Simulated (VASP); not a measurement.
Wanted: the native input for a VASP 6.6.1 run.

| Property | Result |
| --- | --- |
| Task | single point |
| Functional | PBE |
| Potentials or basis | VASP PAW PBE potentials, release 64 (C) |
| Cutoff | 520 eV |
| k mesh | 12 × 12 × 12 |
| Occupations | gaussian, width 0.02 eV |
| Spin | no spin polarisation |
| Dipole correction | no |
| Further INCAR settings | ALGO = Normal; EDIFF = 1e-06; NBANDS = 11 |

The structure of C lies in POSCAR:

```
C
1.0
    0.0000000000      1.7858193565      1.7858193565
    1.7858193565      0.0000000000      1.7858193565
    1.7858193565      1.7858193565      0.0000000000
C
2
Direct
    0.0000000000      0.0000000000      0.0000000000
    0.2500000000      0.2500000000      0.2500000000
```

These files were run (other wordings do the same):

INCAR

```
SYSTEM = C
PREC     = Accurate       ! precision mode
ENCUT    = 520            ! plane-wave cutoff, eV
EDIFF    = 1E-6           ! SCF threshold, eV
ISMEAR   = 0              ! smearing method
SIGMA    = 0.02           ! smearing width, eV
LREAL    = .False.        ! projectors in reciprocal space
LASPH    = .True.         ! aspherical terms in the spheres
NELM     = 60             ! most SCF steps
ALGO     = Normal         ! electronic algorithm
ISIF     = 2              ! what is computed and relaxed
LWAVE    = .False.        ! write WAVECAR
LCHARG   = .False.        ! write CHGCAR
GGA      = PE             ! functional
NBANDS   = 11             ! bands
```

KPOINTS

```
Automatic mesh
0
Gamma
  12 12 12
  0 0 0
```

Potentials or basis: VASP PAW PBE potentials, release 64 (C).

Command:

```bash
$ cat potpaw_PBE.64/C/POTCAR > POTCAR
$ mpirun -np 1 vasp_std > vasp.out
```

Results of the run:

```
Pressure               : 0.6 GPa
Band gap on the k mesh : 4.14 eV, indirect (least direct gap 5.58 eV)
```

Run time: 3.7 s on 1 thread of Intel(R) Xeon(R) 6975P-C (Granite Rapids), on a shared host, peak memory 0.12 GiB.
